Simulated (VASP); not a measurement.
# ScPt (R-3m) in VASP: a series of runs

Runs on ScPt. Level: LDA. Tasks: single point.

Everything below comes from runs of VASP 6.6.1. Logs are shortened: lines on timing, memory, paths and dates and some standing lists are left out, and cuts for length are marked.

### 1 The cell of the first run

The structure is trigonal, space group R-3m (No. 166). Conventional cell: a = 4.601 Å, b = 4.601 Å, c = 5.720 Å, α = 90.00°, β = 90.00°, γ = 120.00°. Sc (site symmetry -3m) has 8 Pt at 2.82 to 2.86 Å and 6 Sc at 3.27 Å within 3.7 Å. Pt (site symmetry -3m) has 8 Sc at 2.82 to 2.86 Å and 6 Pt at 3.27 Å within 3.7 Å.

### 2 Single point, LDA (equal xy, yz and zx shear strains of +1 %)

The input, INCAR:

```
SYSTEM = ScPt
ALGO = Normal
EDIFF = 1E-7
ENCUT = 520
GGA = CA
ISIF = 2
ISMEAR = -1
LASPH = .TRUE.
LCHARG = .FALSE.
LREAL = .FALSE.
LWAVE = .FALSE.
NBANDS = 18
NELM = 80
PREC = Accurate
SIGMA = 0.05
```

The input, KPOINTS:

```
k-points
0
G
  10 10 10
  0 0 0
```

The input, POSCAR:

```
ScPt
1.0
    3.2700000000      0.0163500000      0.0163500000
    0.0163500000      3.2700000000      0.0163500000
    0.0163500000      0.0163500000      3.2700000000
Sc Pt
1 1
Direct
    0.5000000000      0.5000000000      0.5000000000
    0.0000000000      0.0000000000      0.0000000000
```

Potentials or basis: VASP PAW LDA potentials, release 64 (Sc_sv, Pt).

Launch:

```console
cat potpaw_LDA.64/Sc_sv/POTCAR potpaw_LDA.64/Pt/POTCAR > POTCAR
mpirun -np 1 vasp_std > vasp.out
```

OUTCAR:

```text
SYSTEM = ScPt
   EDIFF = 1E-7
   ENCUT = 520
   GGA = CA
   ISIF = 2
   ISMEAR = -1
   LASPH = .TRUE.
   LREAL = .FALSE.
   NELM = 80
   PREC = Accurate

 ion  position               nearest neighbor table
   1  0.500  0.500  0.500-   2 2.82   2 2.82   2 2.82   2 2.82   2 2.82   2 2.82   2 2.86   2 2.86

   2  0.000  0.000  0.000-   1 2.82   1 2.82   1 2.82   1 2.82   1 2.82   1 2.82   1 2.86   1 2.86

  LATTYP: Found a trigonal (rhomboedric) cell.
 ALAT       =     3.2700817490
 COS(alpha) =     0.0100244988

  Lattice vectors:

 A1 = (   3.2700000000,   0.0163500000,   0.0163500000)
 A2 = (   0.0163500000,   3.2700000000,   0.0163500000)
 A3 = (   0.0163500000,   0.0163500000,   3.2700000000)

Analysis of symmetry for initial positions (statically):
=====================================================================
 Subroutine PRICEL returns:
 Original cell was already a primitive cell.

 Routine SETGRP: Setting up the symmetry group for a
 trigonal (rhombohedral) supercell.

 Subroutine GETGRP returns: Found 12 space group operations
 (whereof 12 operations were pure point group operations)
 out of a pool of 12 trial point group operations.

The static configuration has the point symmetry D_3d.

Analysis of symmetry for dynamics (positions and initial velocities):
=====================================================================
 Subroutine PRICEL returns:
 Original cell was already a primitive cell.

 Routine SETGRP: Setting up the symmetry group for a
 trigonal (rhombohedral) supercell.

 Subroutine GETGRP returns: Found 12 space group operations
 (whereof 12 operations were pure point group operations)
 out of a pool of 12 trial point group operations.

The dynamic configuration has the point symmetry D_3d.

 Subroutine INISYM returns: Found 12 space group operations
 (whereof 12 operations are pure point group operations),
 and found     1 'primitive' translations

----------------------------------------------------------------------------------------

                                     Primitive cell

  volume of cell :      34.9632

  direct lattice vectors                    reciprocal lattice vectors
     3.270000000  0.016350000  0.016350000     0.305825613 -0.001521520 -0.001521520
     0.016350000  3.270000000  0.016350000    -0.001521520  0.305825613 -0.001521520
     0.016350000  0.016350000  3.270000000    -0.001521520 -0.001521520  0.305825613

  length of vectors
     3.270081749  3.270081749  3.270081749     0.305833182  0.305833182  0.305833182

  position of ions in fractional coordinates (direct lattice)
     0.500000000  0.500000000  0.500000000
     0.000000000  0.000000000  0.000000000

  ion indices of the primitive-cell ions
   primitive index   ion index
                 1           1
                 2           2

----------------------------------------------------------------------------------------

 KPOINTS: k-points

Automatic generation of k-mesh.
 Grid dimensions read from file:
 generate k-points for:   10   10   10

 Generating k-lattice:

  Cartesian coordinates                     Fractional coordinates (reciprocal lattice)
     0.030582561 -0.000152152 -0.000152152     0.100000000 -0.000000000  0.000000000
    -0.000152152  0.030582561 -0.000152152    -0.000000000  0.100000000  0.000000000
    -0.000152152 -0.000152152  0.030582561     0.000000000  0.000000000  0.100000000

  Length of vectors
     0.030583318  0.030583318  0.030583318

  Shift w.r.t. Gamma in fractional coordinates (k-lattice)
     0.000000000  0.000000000  0.000000000

 Subroutine IBZKPT returns following result:
 ===========================================

 Found    116 irreducible k-points:

 Following reciprocal coordinates:
            Coordinates               Weight
  0.000000  0.000000  0.000000      1.000000
  0.100000  0.000000  0.000000      6.000000
  0.200000  0.000000  0.000000      6.000000
  0.300000  0.000000  0.000000      6.000000
  0.400000  0.000000  0.000000      6.000000
  0.500000  0.000000  0.000000      3.000000
[... 16 lines left out ...]
  0.300000  0.300000  0.000000      6.000000
  0.400000  0.300000  0.000000     12.000000
 [... further k-points ...]
   k-points           NKPTS =    116   k-points in BZ     NKDIM =    116   number of bands    NBANDS=     18
   number of dos      NEDOS =    301   number of ions     NIONS =      2
   total plane-waves  NPLWV =  13824
   dimension x,y,z NGX =    24 NGY =   24 NGZ =   24
   dimension x,y,z NGXF=    48 NGYF=   48 NGZF=   48
   ions per type =               1   1
   NGX,Y,Z   is equivalent  to a cutoff of  12.20, 12.20, 12.20 a.u.
   NGXF,Y,Z  is equivalent  to a cutoff of  24.40, 24.40, 24.40 a.u.
 SYSTEM =  ScPt
   PREC   = accura    normal or accurate (medium, high low for compatibility)
   ISTART =      0    job   : 0-new  1-cont  2-samecut
   ICHARG =      2    charge: 1-file 2-atom 10-const
   ISPIN  =      1    spin polarized calculation?
   LNONCOLLINEAR =      F non collinear calculations
   LSORBIT =      F    spin-orbit coupling
   LASPH  =      T    aspherical Exc in radial PAW
   ENCUT  =  520.0 eV  38.22 Ry    6.18 a.u.   6.08  6.08  6.08*2*pi/ulx,y,z
   NELM   =     80;   NELMIN=  2; NELMDL= -5     # of ELM steps
   EDIFF  = 0.1E-06   stopping-criterion for ELM
   LREAL  =      F    real-space projection
   EDIFFG = 0.1E-05   stopping-criterion for IOM
   NSW    =      0    number of steps for IOM
   IBRION =     -1    ionic relax: 0-MD 1-quasi-New 2-CG
   NFREE  =      0    steps in history (QN), initial steepest desc. (CG)
   ISIF   =      2    stress and relaxation
   ISYM   =      2    0-nonsym 1-usesym 2-fastsym
   POTIM  = 0.5000    time-step for ionic-motion
   TEBEG  =    0.0;   TEEND  =   0.0 temperature during run
   PSTRESS=    0.0 pullay stress
   NELECT =      21.0000    total number of electrons
   NUPDOWN=      -1.0000    fix difference up-down
   EMIN   =  10.00;   EMAX   =-10.00  energy-range for DOS
   EFERMI =   0.00;   METHOD = LEGACY
   ISMEAR =    -1;   SIGMA  =   0.05  broadening in eV -4-tet -1-fermi 0-gaus
   EFERMI_NEDOS =   21; number of points for ismear=-14 and -15
   IALGO  =     38    algorithm
   IMIX   =      4    mixing-type and parameters
     AMIX     =   0.40;   BMIX     =  1.00
     AMIX_MAG =   1.60;   BMIX_MAG =  1.00
  volume/ion in A,a.u.               =      17.48       117.97
  Fermi-wavevector in a.u.,A,eV,Ry     =   1.381267  2.610216 25.958539  1.907899
  Thomas-Fermi vector in A             =   2.506067
   LORBIT       =      0    0 simple, 1 ext, 2 COOP (PROOUT), +10 PAW based schemes
   GGA     = CA    functional components
   LHFCALC =     F    Hartree Fock is set to
   AEXX    =    0.0000 exact exchange contribution
   IVDW    =     0    specifies the selected vdW correction
   LEPSILON=     F    determine dielectric tensor
   LRPA    =     F    only Hartree local field effects (RPA)
 non-spin polarized calculation
  energy-cutoff  :      520.00
  volume of cell :       34.96
 maximum number of plane-waves:       958
   NGX = 13   NGY = 13   NGZ = 13

 number of electron      20.9999993 magnetization

 Free energy of the ion-electron system (eV)
  ---------------------------------------------------
  ext. energy  EPLUGINS =         0.00000000
  ---------------------------------------------------
  free energy    TOTEN  =       -16.65191119 eV

  energy without entropy =      -16.63724872  energy(sigma->0) =      -16.64457996

 E-fermi :   7.8681     XC(G=0): -12.2391

 val. band max:        7.8655411004   @ k =   0.4000   0.0000   0.0000
 cond. band min:       7.9160732334   @ k =  -0.4000   0.2000   0.2000
 fundamental gap:      0.0505321330
 Fermi energy:         7.8680672833

 k-point     1 :       0.0000    0.0000    0.0000
  band No.  band energies     occupation
      1     -41.3694      2.00000
      2     -20.2418      2.00000
      3     -20.2418      2.00000
      4     -20.2377      2.00000
      5      -0.2367      2.00000
      6       2.6138      2.00000
[... 10 lines left out ...]
     17      15.1669      0.00000
     18      15.1669      0.00000

 k-point     2 :       0.1000    0.0000    0.0000
  band No.  band energies     occupation
      1     -41.3671      2.00000
      2     -20.2649      2.00000
      3     -20.2407      2.00000
      4     -20.2377      2.00000
      5      -0.0531      2.00000
      6       2.6797      2.00000
[... 10 lines left out ...]
     17      15.7180      0.00000
     18      15.7679      0.00000

 k-point     3 :       0.2000    0.0000    0.0000
  band No.  band energies     occupation
      1     -41.3611      2.00000
      2     -20.3279      2.00000
      3     -20.2378      2.00000
      4     -20.2346      2.00000
      5       0.4692      2.00000
      6       2.8639      2.00000
[... 10 lines left out ...]
     17      17.0746      0.00000
     18      17.1507      0.00000

 k-point     4 :       0.3000    0.0000    0.0000
  band No.  band energies     occupation
      1     -41.3537      2.00000
      2     -20.4049      2.00000
      3     -20.2341      2.00000
      4     -20.2306      2.00000
      5       1.2252      2.00000
      6       3.1217      2.00000
[... 375 lines left out ...]
      4     -20.2305      2.00000
      5       1.0944      2.00000
      6       3.1264      2.00000
[... 10 lines left out ...]
     17      15.0431      0.00000
     18      18.1873      0.00000

 k-point    23 :       0.3000    0.3000    0.0000
  band No.  band energies     occupation
      1     -41.3400      2.00000
      2     -20.3882      2.00000
      3     -20.3718      2.00000
      4     -20.2182      2.00000
      5       2.0342      2.00000
      6       3.1945      2.00000
[... 10 lines left out ...]
     17      15.2227      0.00000
     18      20.0163      0.00000

 k-point    24 :       0.4000    0.3000    0.0000
  band No.  band energies     occupation
      1     -41.3347      2.00000
      2     -20.4361      2.00000
      3     -20.3704      2.00000
      4     -20.2129      2.00000
      5       2.3065      2.00000
      6       3.0235      2.00000
[... 10 lines left out ...]
     17      15.6110      0.00000
     18      18.7171      0.00000

 [... further k-points ...]

------------------------ aborting loop because EDIFF is reached ----------------------------------------

  FORCE on cell =-STRESS in cart. coord.  units (eV):
  Direction    XX          YY          ZZ          XY          YZ          ZX
  --------------------------------------------------------------------------------------
  -------------------------------------------------------------------------------------
  Total       -1.0454869     -1.0454869     -1.0454869     -0.1037842     -0.1037842     -0.1037842
  in kB      -47.9091413    -47.9091413    -47.9091413     -4.7558832     -4.7558832     -4.7558832
  external PRESSURE =     -47.9091413 kB  Pullay stress =       0.0000000 kB

 VOLUME and BASIS-vectors are now :
 -----------------------------------------------------------------------------
  energy-cutoff  :      520.00
  volume of cell :       34.96
      direct lattice vectors                 reciprocal lattice vectors
     3.270000000  0.016350000  0.016350000     0.305825613 -0.001521520 -0.001521520
     0.016350000  3.270000000  0.016350000    -0.001521520  0.305825613 -0.001521520
     0.016350000  0.016350000  3.270000000    -0.001521520 -0.001521520  0.305825613

 POSITION                                       TOTAL-FORCE (eV/Angst)
 -----------------------------------------------------------------------------------
      1.65135      1.65135      1.65135        -0.000000      0.000000      0.000000
      0.00000      0.00000      0.00000         0.000000     -0.000000      0.000000
 -----------------------------------------------------------------------------------
    total drift:                                0.000000      0.000000     -0.000000

  FREE ENERGIE OF THE ION-ELECTRON SYSTEM (eV)
  ---------------------------------------------------
  free  energy   TOTEN  =       -16.6519111870 eV

  energy  without entropy=      -16.6372487239  energy(sigma->0) =      -16.64457996
```

It took 16 s on 1 thread of Intel Xeon 6975P-C (Granite Rapids), shared host; peak memory 0.18 GiB.

What came out:

```yaml
Free_energy: -16.6519 eV
Pressure: -4.8 GPa
Band_gap_on_the_k_mesh: zero (an odd number of electrons rules out a gap without spin polarisation)
```

Caveat: the cell differs from its parent crystal (equal xy, yz and zx shear strains of +1 %); the cell stands under tension; spin-orbit coupling is left out, which moves the levels of the heavy elements.

### 3 Single point, LDA (equal xy, yz and zx shear strains of +2 %)

The input, INCAR:

```
SYSTEM = ScPt
ALGO = Normal ; EDIFF = 1E-7
ENCUT = 520 ; ISIF = 2
ISMEAR = -1 ; LASPH = .True.
LCHARG = .True. ; LELF = .True.
LREAL = .False. ; LVHAR = .True.
LWAVE = .False. ; NBANDS = 18
NELM = 100 ; PREC = Accurate
SIGMA = 0.05
```

The input, KPOINTS:

```
k-points
0
Gamma
  10 10 10
  0 0 0
```

The input, POSCAR:

```
ScPt
1.0
    3.2700000000      0.0327000000      0.0327000000
    0.0327000000      3.2700000000      0.0327000000
    0.0327000000      0.0327000000      3.2700000000
Sc Pt
1 1
Direct
    0.5000000000      0.5000000000      0.5000000000
    0.0000000000      0.0000000000      0.0000000000
```

Potentials or basis: VASP PAW LDA potentials, release 64 (Sc_sv, Pt).

Launch:

```console
cat potpaw_LDA.64/Sc_sv/POTCAR potpaw_LDA.64/Pt/POTCAR > POTCAR
mpirun -np 1 vasp_std > vasp.out
```

It took 17 s on 1 thread of Intel Xeon 6975P-C (Granite Rapids), shared host; peak memory 0.19 GiB.

Results (log left out):

```
Free energy            : -16.6475 eV
Pressure               : -4.7 GPa
Band gap on the k mesh : zero (an odd number of electrons rules out a gap without spin polarisation)
```

Stress tensor (GPa, compression positive):
```
-4.69 -0.94 -0.94
-0.94 -4.69 -0.94
-0.94 -0.94 -4.69
```

Levels at points of the mesh, in eV from the Fermi level:
```tsv
k point	band 8	band 9	band 10	band 11	band 12	band 13
(0.00, 0.00, 0.00)	-2.95	-2.95	-2.73	1.42	1.42	3.29
(0.50, 0.00, 0.00)	-3.26	-3.24	-2.46	-0.92	-0.17	1.11
(0.50, 0.50, 0.00)	-3.89	-1.62	-0.84	0.19	0.46	1.92
(0.50, 0.50, 0.50)	-1.57	-1.57	-1.53	-1.38	-1.38	3.04
```

Caveat: the cell differs from its parent crystal (equal xy, yz and zx shear strains of +2 %); the cell stands under tension; spin-orbit coupling is left out, which moves the levels of the heavy elements.
